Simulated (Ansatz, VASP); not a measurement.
# Cs3H in VASP and in Ansatz

INCAR

```
SYSTEM = Cs3H
  ALGO = Normal
  EDIFF = 1E-6
  EDIFFG = -0.04
  ENCUT = 600
  GGA = PE
  IBRION = 2
  ISIF = 3
  ISMEAR = 0
  LASPH = .True.
  LCHARG = .False.
  LREAL = .False.
  LWAVE = .False.
  NELM = 100
  NSW = 90
  PREC = Accurate
  SIGMA = 0.1
```

KPOINTS

```
k-points
0
Gamma
  4 4 4
  0 0 0
```

Contents of POSCAR:

```
Cs3H
1.0
    4.7700124400      0.0000000000      0.0000000000
    0.0000000000      4.9431218200      0.0000000000
    0.0000000000      0.0000000000      7.1137753400
Cs H
3 1
Direct
    0.0000000000      0.0000000000      0.5000000000
    0.5000000000      0.5000000000      0.2749899300
    0.5000000000      0.5000000000      0.7250100700
    0.0000000000      0.5000000000      0.5000000000
```

Input for Ansatz:

```yaml
crystal:
  lattice:
    - [4.77001244, 0.0, 0.0]
    - [0.0, 4.94312182, 0.0]
    - [0.0, 0.0, 7.11377534]
  atoms:
    - { symbol: Cs, position: [0.0, 0.0, 0.5] }
    - { symbol: Cs, position: [0.5, 0.5, 0.27498993] }
    - { symbol: Cs, position: [0.5, 0.5, 0.72501007] }
    - { symbol: H, position: [0.0, 0.5, 0.5] }
basis:
  ecutwfc: 420
kpoints:
  mp_grid: { grid: [4, 4, 4] }
hamiltonian:
  xc: pbe
scf:
  occupations: { method: gaussian, width: 0.1 }
  lower_state_search: "off"
output:
  forces: true
  stress: true
  eigenvalues: true
relax:
  adjacent_minimum: "off"
  f_tol: 0.04
  max_steps: 70
  cell: { stress_tol: 0.4 }
```

Alike in both runs: task relaxation of cell and atoms; functional PBE; k mesh 4 × 4 × 4; occupations gaussian, width 0.1 eV; no spin polarisation.

|  | VASP | Ansatz |
| --- | --- | --- |
| version | VASP 6.6.1 | Ansatz 0.2.0 |
| potentials or method | VASP PAW PBE potentials, release 64 (Cs_sv, H), cutoff 600 eV | scalar-relativistic, plane waves, PAW |
| valence electrons in the cell | 28 | 28 |

VASP gave:

```
gap on the k mesh at the Fermi level, each at its own relaxed structure (eV)  : none
relaxed volume (Å³/atom)                                                      : 76.15
relaxed length of the cell vector where the two differ most in proportion (Å) : 9.337
```

Which values does Ansatz return?

gap on the k mesh at the Fermi level, each at its own relaxed structure (eV): none; relaxed volume (Å³/atom): 71.83; relaxed length of the cell vector where the two differ most in proportion (Å): 9.003.

A gap of «none» marks a metal or a gap that the smearing closes. One of these differences is far larger than is usual between the two programs; its cause wasn't traced.

Neither program's run includes spin-orbit coupling. Noted on VASP's run: the volume moved by over 15 % at a fixed basis, so the end points are rough.
